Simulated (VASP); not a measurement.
# ZrS (I4/mmm) in VASP: a series of runs

ZrS is run at these levels: r2SCAN; tasks: single point.

Everything below comes from runs of VASP 6.6.1. Logs are shortened: lines on timing, memory, paths and dates and some standing lists are left out, and cuts for length are marked.

**1. The cell of the first run**

The structure is tetragonal, space group I4/mmm (No. 139). Conventional cell: a = 3.639 Å, b = 3.639 Å, c = 5.068 Å, α = 90.00°, β = 90.00°, γ = 90.00°. Zr (site symmetry 4/mmm) has 6 S at 2.53 to 2.57 Å within 3.3 Å. Within 3.3 Å of S (site symmetry 4/mmm) lie 6 Zr at 2.53 to 2.57 Å.

**2. Single point, r2SCAN (strain -0.015 along x and y, -0.030 along z)**

Input file POSCAR:

```
ZrS
1.0
    0.0000000000      2.5732775342      2.5340905666
    2.5732775342      0.0000000000      2.5340905666
    2.5732775342      2.5732775342      0.0000000000
Zr S
1 1
Direct
    0.0000000000      0.0000000000      0.0000000000
    0.5000000000      0.5000000000      0.5000000000
```

Input file INCAR.step1:

```
  PREC = Accurate
  ENCUT = 520
  ISMEAR = 0
  SIGMA = 0.15
  LREAL = False
  LASPH = True
  NELM = 60
  NBANDS = 16
  GGA = PE
  ALGO = Normal
  EDIFF = 1E-4
  LWAVE = True
  LCHARG = False
```

Input file INCAR.step2:

```
  PREC = Accurate
  ENCUT = 520
  EDIFF = 1E-6
  ISMEAR = 0
  SIGMA = 0.15
  LREAL = False
  LASPH = True
  NELM = 60
  ALGO = Normal
  ISIF = 2
  LWAVE = False
  LCHARG = False
  METAGGA = R2SCAN
  LMIXTAU = True
  NBANDS = 16
  ISTART = 1
```

Input file KPOINTS:

```
Automatic mesh
0
Gamma
  20 20 20
```

Potentials or basis: VASP PAW PBE potentials, release 64 (Zr_sv, S).

Run with:

```bash
cat potpaw_PBE.64/Zr_sv/POTCAR potpaw_PBE.64/S/POTCAR > POTCAR
cp INCAR.step1 INCAR
mpirun -np 1 vasp_std > vasp.out
cp INCAR.step2 INCAR
mpirun -np 1 vasp_std > vasp.out
```

OUTCAR:

```text
PREC = Accurate
   ENCUT = 520
   EDIFF = 1E-6
   ISMEAR = 0
   LREAL = False
   LASPH = True
   NELM = 60
   ISIF = 2
   METAGGA = R2SCAN
   ISTART = 1

 ion  position               nearest neighbor table
   1  0.000  0.000  0.000-   2 2.53   2 2.53   2 2.57   2 2.57   2 2.57   2 2.57
   2  0.500  0.500  0.500-   1 2.53   1 2.53   1 2.57   1 2.57   1 2.57   1 2.57

  LATTYP: Found a body centered tetragonal cell.
 ALAT       =     3.6391639886
 C/A-ratio  =     1.3926773152

  Lattice vectors:

 A1 = (   0.0000000000,  -2.5732775342,  -2.5340905666)
 A2 = (   0.0000000000,   2.5732775342,  -2.5340905666)
 A3 = (   2.5732775342,   0.0000000000,   2.5340905666)

Analysis of symmetry for initial positions (statically):
=====================================================================
 Subroutine PRICEL returns:
 Original cell was already a primitive cell.

 Routine SETGRP: Setting up the symmetry group for a
 body centered tetragonal supercell.

 Subroutine GETGRP returns: Found 16 space group operations
 (whereof 16 operations were pure point group operations)
 out of a pool of 16 trial point group operations.

The static configuration has the point symmetry D_4h.

Analysis of symmetry for dynamics (positions and initial velocities):
=====================================================================
 Subroutine PRICEL returns:
 Original cell was already a primitive cell.

 Routine SETGRP: Setting up the symmetry group for a
 body centered tetragonal supercell.

 Subroutine GETGRP returns: Found 16 space group operations
 (whereof 16 operations were pure point group operations)
 out of a pool of 16 trial point group operations.

The dynamic configuration has the point symmetry D_4h.

 Subroutine INISYM returns: Found 16 space group operations
 (whereof 16 operations are pure point group operations),
 and found     1 'primitive' translations

----------------------------------------------------------------------------------------

                                     Primitive cell

  volume of cell :      33.5603

  direct lattice vectors                    reciprocal lattice vectors
     0.000000000  2.573277534  2.534090567    -0.194304731  0.194304731  0.197309444
     2.573277534  0.000000000  2.534090567     0.194304731 -0.194304731  0.197309444
[... 77 lines left out ...]
   ISTART =      1    job   : 0-new  1-cont  2-samecut
   ICHARG =      0    charge: 1-file 2-atom 10-const
   ISPIN  =      1    spin polarized calculation?
   LNONCOLLINEAR =      F non collinear calculations
   LSORBIT =      F    spin-orbit coupling
   LASPH  =      T    aspherical Exc in radial PAW
   ENCUT  =  520.0 eV  38.22 Ry    6.18 a.u.   6.72  6.72  6.77*2*pi/ulx,y,z
   NELM   =     60;   NELMIN=  2; NELMDL=  0     # of ELM steps
   EDIFF  = 0.1E-05   stopping-criterion for ELM
   LREAL  =      F    real-space projection
   EDIFFG = 0.1E-04   stopping-criterion for IOM
   NSW    =      0    number of steps for IOM
   IBRION =     -1    ionic relax: 0-MD 1-quasi-New 2-CG
   NFREE  =      0    steps in history (QN), initial steepest desc. (CG)
   ISIF   =      2    stress and relaxation
   ISYM   =      2    0-nonsym 1-usesym 2-fastsym
   POTIM  = 0.5000    time-step for ionic-motion
   TEBEG  =    0.0;   TEEND  =   0.0 temperature during run
   PSTRESS=    0.0 pullay stress
   NELECT =      18.0000    total number of electrons
   NUPDOWN=      -1.0000    fix difference up-down
   EMIN   =  10.00;   EMAX   =-10.00  energy-range for DOS
   EFERMI =   0.00;   METHOD = LEGACY
   ISMEAR =     0;   SIGMA  =   0.15  broadening in eV -4-tet -1-fermi 0-gaus
   EFERMI_NEDOS =   21; number of points for ismear=-14 and -15
   IALGO  =     38    algorithm
   IMIX   =      4    mixing-type and parameters
     AMIX     =   0.40;   BMIX     =  1.00
     AMIX_MAG =   1.60;   BMIX_MAG =  1.00
  volume/ion in A,a.u.               =      16.78       113.24
  Fermi-wavevector in a.u.,A,eV,Ry     =   1.330119  2.513561 24.071657  1.769217
  Thomas-Fermi vector in A             =   2.459230
   LORBIT       =      0    0 simple, 1 ext, 2 COOP (PROOUT), +10 PAW based schemes
   METAGGA = R2SCAN    functional components
   LHFCALC =     F    Hartree Fock is set to
   AEXX    =    0.0000 exact exchange contribution
   IVDW    =     0    specifies the selected vdW correction
   LEPSILON=     F    determine dielectric tensor
   LRPA    =     F    only Hartree local field effects (RPA)
 non-spin polarized calculation
 Gauss-broadening in eV      SIGMA  =   0.15
  energy-cutoff  :      520.00
  volume of cell :       33.56
 maximum number of plane-waves:       930
   NGX = 13   NGY = 13   NGZ = 13

 number of electron      17.9999999 magnetization

 Free energy of the ion-electron system (eV)
  ---------------------------------------------------
  ext. energy  EPLUGINS =         0.00000000
  ---------------------------------------------------
  free energy    TOTEN  =       -33.82529487 eV

  energy without entropy =      -33.81276898  energy(sigma->0) =      -33.81903192

 E-fermi :  11.8737     XC(G=0): -12.3761

 val. band max:       11.8708732522   @ k =  -0.3000   0.4000   0.2000
 cond. band min:      11.8767838778   @ k =  -0.2500   0.4500   0.2000
 fundamental gap:      0.0059106256
 Fermi energy:        11.8737137078

 k-point     1 :       0.0000    0.0000    0.0000
  band No.  band energies     occupation
      1     -39.8130      2.00000
      2     -17.1058      2.00000
      3     -17.0925      2.00000
      4     -17.0925      2.00000
      5      -5.2689      2.00000
      6       7.8709      2.00000
[... 433 lines left out ...]
      3     -17.1430      2.00000
      4     -17.1268      2.00000
      5      -3.7769      2.00000
      6       3.6780      2.00000
[... 8 lines left out ...]
     15      19.9064      0.00000
     16      19.9336      0.00000

 [... further k-points ...]
[... 5 lines left out ...]
  --------------------------------------------------------------------------------------
  -------------------------------------------------------------------------------------
  Total        1.6250889      1.6250889      2.8808633      0.0000000      0.0000000      0.0000000
  in kB       77.5822434     77.5822434    137.5332937      0.0000000      0.0000000      0.0000000
  external PRESSURE =      97.5659268 kB  Pullay stress =       0.0000000 kB

 VOLUME and BASIS-vectors are now :
 -----------------------------------------------------------------------------
  energy-cutoff  :      520.00
  volume of cell :       33.56
      direct lattice vectors                 reciprocal lattice vectors
     0.000000000  2.573277534  2.534090567    -0.194304731  0.194304731  0.197309444
     2.573277534  0.000000000  2.534090567     0.194304731 -0.194304731  0.197309444
     2.573277534  2.573277534  0.000000000     0.194304731  0.194304731 -0.197309444

 POSITION                                       TOTAL-FORCE (eV/Angst)
 -----------------------------------------------------------------------------------
      0.00000      0.00000      0.00000         0.000000     -0.000000      0.000000
      2.57328      2.57328      2.53409        -0.000000      0.000000      0.000000
 -----------------------------------------------------------------------------------
    total drift:                                0.000000      0.000000      0.000000

  FREE ENERGIE OF THE ION-ELECTRON SYSTEM (eV)
  ---------------------------------------------------
  free  energy   TOTEN  =       -33.8252948681 eV

  energy  without entropy=      -33.8127689809  energy(sigma->0) =      -33.81903192
```

OUTCAR.step1:

```text
PREC = Accurate
   ENCUT = 520
   ISMEAR = 0
   LREAL = False
   LASPH = True
[... 678 lines left out ...]
      0.00000      0.00000      0.00000         0.000000      0.000000      0.000000
      2.57328      2.57328      2.53409         0.000000      0.000000      0.000000
 -----------------------------------------------------------------------------------
    total drift:                                0.000000      0.000000      0.000000

  FREE ENERGIE OF THE ION-ELECTRON SYSTEM (eV)
  ---------------------------------------------------
  free  energy   TOTEN  =       -15.3484563127 eV

  energy  without entropy=      -15.3353912462  energy(sigma->0) =      -15.34192378
```

Wall time 14 min (1 thread of Intel Xeon Platinum 8488C (Sapphire Rapids), shared host); peak memory 0.44 GiB.

What came out:

```yaml
Free_energy: -33.8253 eV
Pressure: 9.8 GPa
Band_gap_on_the_k_mesh: zero (bands 9 and 10 overlap by 3.32 eV)
```

Stress tensor (GPa, compression positive):
```
 7.76  0.00  0.00
 0.00  7.76  0.00
 0.00  0.00 13.75
```

Levels at points of the mesh, in eV from the Fermi level:
```csv
k point,band 5,band 6,band 7,band 8,band 9,band 10,band 11,band 12,band 13,band 14
"(0.00, 0.00, 0.00)",-17.14,-4.00,-4.00,-3.94,-1.64,-1.64,-1.46,-0.81,-0.76,3.04
"(0.50, 0.00, 0.00)",-15.26,-8.88,-6.74,-6.73,1.67,1.75,2.15,2.16,6.11,6.30
"(0.50, 0.50, 0.00)",-16.22,-6.79,-5.03,-5.03,-3.88,0.64,2.70,2.70,3.42,4.24
"(0.50, 0.00, 0.50)",-16.23,-6.91,-4.96,-4.93,-3.90,0.55,2.66,2.77,3.43,4.23
```

Caveat: the cell differs from its parent crystal (strain -0.015 along x and y, -0.030 along z); the stress differs along the axes, from 8 to 14 GPa; the PAW data sets were made with another functional, which shifts forces and pressure a little.

**3. Single point, r2SCAN (strain -0.030 along x and y, +0.015 along z)**

Input file POSCAR:

```
ZrS
1.0
    0.0000000000      2.5340905666      2.6516514692
    2.5340905666      0.0000000000      2.6516514692
    2.5340905666      2.5340905666      0.0000000000
Zr S
1 1
Direct
    0.0000000000      0.0000000000      0.0000000000
    0.5000000000      0.5000000000      0.5000000000
```

Input file INCAR.step1:

```
SYSTEM = ZrS
ALGO = Normal
EDIFF = 1E-4
ENCUT = 520
GGA = PE
ISMEAR = 0
LASPH = .True.
LCHARG = .False.
LREAL = .False.
LWAVE = .True.
NBANDS = 16
NELM = 80
PREC = Accurate
SIGMA = 0.15
```

Input file INCAR.step2:

```
SYSTEM = ZrS
ALGO = Normal
EDIFF = 1E-6
ENCUT = 520
ISIF = 2
ISMEAR = 0
ISTART = 1
LASPH = .True.
LCHARG = .False.
LMIXTAU = .True.
LREAL = .False.
LWAVE = .False.
METAGGA = R2SCAN
NBANDS = 16
NELM = 80
PREC = Accurate
SIGMA = 0.15
```

Input file KPOINTS:

```
k-points
0
Gamma
  20 20 20
  0 0 0
```

Potentials or basis: VASP PAW PBE potentials, release 64 (Zr_sv, S).

Run with:

```bash
cat potpaw_PBE.64/Zr_sv/POTCAR potpaw_PBE.64/S/POTCAR > POTCAR
cp INCAR.step1 INCAR
mpirun -np 1 vasp_std > vasp.out
cp INCAR.step2 INCAR
mpirun -np 1 vasp_std > vasp.out
```

OUTCAR:

```text
SYSTEM = ZrS
   EDIFF = 1E-6
   ENCUT = 520
   ISIF = 2
   ISMEAR = 0
   ISTART = 1
   LASPH = .True.
   LREAL = .False.
   METAGGA = R2SCAN
   NELM = 80
   PREC = Accurate

 ion  position               nearest neighbor table
   1  0.000  0.000  0.000-   2 2.53   2 2.53   2 2.53   2 2.53   2 2.65   2 2.65
   2  0.500  0.500  0.500-   1 2.53   1 2.53   1 2.53   1 2.53   1 2.65   1 2.65

  LATTYP: Found a body centered tetragonal cell.
 ALAT       =     3.5837452476
 C/A-ratio  =     1.4798214081

  Lattice vectors:

 A1 = (  -2.5340905666,   0.0000000000,   2.6516514692)
[... 627 lines left out ...]
      5      -3.8987      2.00000
      6       3.4943      2.00000
[... 8 lines left out ...]
     15      19.2174      0.00000
     16      19.9235      0.00000

 [... further k-points ...]
[... 5 lines left out ...]
  --------------------------------------------------------------------------------------
  -------------------------------------------------------------------------------------
  Total        2.7168075      2.7168075     -0.3894889      0.0000000      0.0000000      0.0000000
  in kB      127.8140937    127.8140937    -18.3237754      0.0000000      0.0000000      0.0000000
  external PRESSURE =      79.1014707 kB  Pullay stress =       0.0000000 kB

 VOLUME and BASIS-vectors are now :
 -----------------------------------------------------------------------------
  energy-cutoff  :      520.00
  volume of cell :       34.06
      direct lattice vectors                 reciprocal lattice vectors
     0.000000000  2.534090567  2.651651469    -0.197309444  0.197309444  0.188561734
     2.534090567  0.000000000  2.651651469     0.197309444 -0.197309444  0.188561734
     2.534090567  2.534090567  0.000000000     0.197309444  0.197309444 -0.188561734

 POSITION                                       TOTAL-FORCE (eV/Angst)
 -----------------------------------------------------------------------------------
      0.00000      0.00000      0.00000         0.000000     -0.000000     -0.000000
      2.53409      2.53409      2.65165         0.000000      0.000000      0.000000
 -----------------------------------------------------------------------------------
    total drift:                                0.000000      0.000000      0.000000

  FREE ENERGIE OF THE ION-ELECTRON SYSTEM (eV)
  ---------------------------------------------------
  free  energy   TOTEN  =       -33.8094718083 eV

  energy  without entropy=      -33.7967101260  energy(sigma->0) =      -33.80309097
```

It took 13 min on 1 thread of Intel Xeon Platinum 8488C (Sapphire Rapids), shared host; peak memory 0.44 GiB.

What came out:

```
Free energy            : -33.8095 eV
Pressure               : 7.9 GPa
Band gap on the k mesh : zero (bands 9 and 10 overlap by 3.05 eV)
```

Stress tensor (GPa, compression positive):
```
12.78  0.00  0.00
 0.00 12.78  0.00
 0.00  0.00 -1.83
```

Caveat: the cell differs from its parent crystal (strain -0.030 along x and y, +0.015 along z); the stress differs along the axes, from -2 to 13 GPa; the PAW data sets were made with another functional, which shifts forces and pressure a little.
